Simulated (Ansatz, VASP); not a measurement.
Two plane-wave programs on Ta6F

The input INCAR:

```
SYSTEM = Ta6F
PREC = Accurate ; ENCUT = 520
EDIFF = 1E-6 ; ISMEAR = 0
SIGMA = 0.1 ; LREAL = .FALSE.
LASPH = .TRUE. ; NELM = 150
ALGO = Normal ; ISIF = 2
LWAVE = .FALSE. ; LCHARG = .FALSE.
ISPIN = 2 ; MAGMOM = 0 0 0 0 0 0 1
LORBIT = 11 ; LMAXMIX = 4
LDIPOL = .TRUE. ; IDIPOL = 3
DIPOL = 0.5 0.5 0.319 ; GGA = CA
NBANDS = 50
```

The input KPOINTS:

```
regular mesh
0
G
  6 6 1
  0 0 0
```

Contents of POSCAR:

```
Ta6F
1.0
    4.6002247516      0.0000000000      0.0000000000
   -2.3001123758      3.9839114980      0.0000000000
    0.0000000000      0.0000000000     21.4017722141
Ta F
6 1
Direct
    0.6666666667      0.3333333333      0.1869004099
    0.3333333333      0.6666666667      0.2307760729
    0.0000000000      0.0000000000      0.2746517360
    0.6666666667      0.3333333333      0.3157775353
    0.3333333333      0.6666666667      0.3543568624
    0.0000000000      0.0000000000      0.3925736677
    0.2222222222     -0.2222222222      0.4799496094
```

Input for Ansatz:

```yaml
crystal:
  lattice:
    - [4.6002247516, 0.0, 0.0]
    - [-2.3001123758, 3.983911498, 0.0]
    - [0.0, 0.0, 21.4017722141]
  atoms:
    - { symbol: Ta, position: [0.6666666667, 0.3333333333, 0.1869004099] }
    - { symbol: Ta, position: [0.3333333333, 0.6666666667, 0.2307760729] }
    - { symbol: Ta, position: [0.0, 0.0, 0.274651736] }
    - { symbol: Ta, position: [0.6666666667, 0.3333333333, 0.3157775353] }
    - { symbol: Ta, position: [0.3333333333, 0.6666666667, 0.3543568624] }
    - { symbol: Ta, position: [0.0, 0.0, 0.3925736677] }
    - { symbol: F, position: [0.2222222222, -0.2222222222, 0.4799496094], spin: 1.0 }
basis:
  ecutwfc: 420
kpoints:
  mp_grid: { grid: [6, 6, 1] }
hamiltonian:
  xc: lda
  pseudopotentials: { kind: paw, azcp: { folder: soft_1 } }
scf:
  occupations: { method: gaussian, width: 0.1 }
output:
  forces: true
  eigenvalues: true
  populations: true
magnetization:
  spin_polarized: true
efield:
  axis: 3
  dipole_correction: true
  ramp_width: 0.04
```

Alike in both runs: task single point; functional LDA; k mesh 6 × 6 × 1; occupations gaussian, width 0.1 eV; collinear spin.

|  | VASP | Ansatz |
| --- | --- | --- |
| version | VASP 6.6.1 | Ansatz 0.2.0 |
| potentials or method | VASP PAW LDA potentials, release 64 (Ta_pv, F), cutoff 520 eV | scalar-relativistic, plane waves, PAW |
| valence electrons in the cell | 73 | 85 |

```tsv
	VASP	Ansatz	Ansatz less VASP
gap on the k mesh at the Fermi level (eV)	none	none	-
rms of the force components (eV/Å)	1.267	1.260	-0.0079
net moment per atom (μB)	0.00	0.00	0.000
```

Ansatz warns that its potentials were made for another functional, while VASP's fit it. LDA's correlation is that of Perdew and Zunger in VASP and of Perdew and Wang (1992) in Ansatz. Atom by atom the forces differ by 0.025 eV/Å (rms over components). A gap of «none» marks a metal or a gap that the smearing closes. VASP's potentials hold 73 valence electrons a cell and Ansatz's 85, so a difference there can come from the potentials and not from the codes. Ansatz's warnings: seeded moment not kept.

Spin-orbit coupling is off throughout.
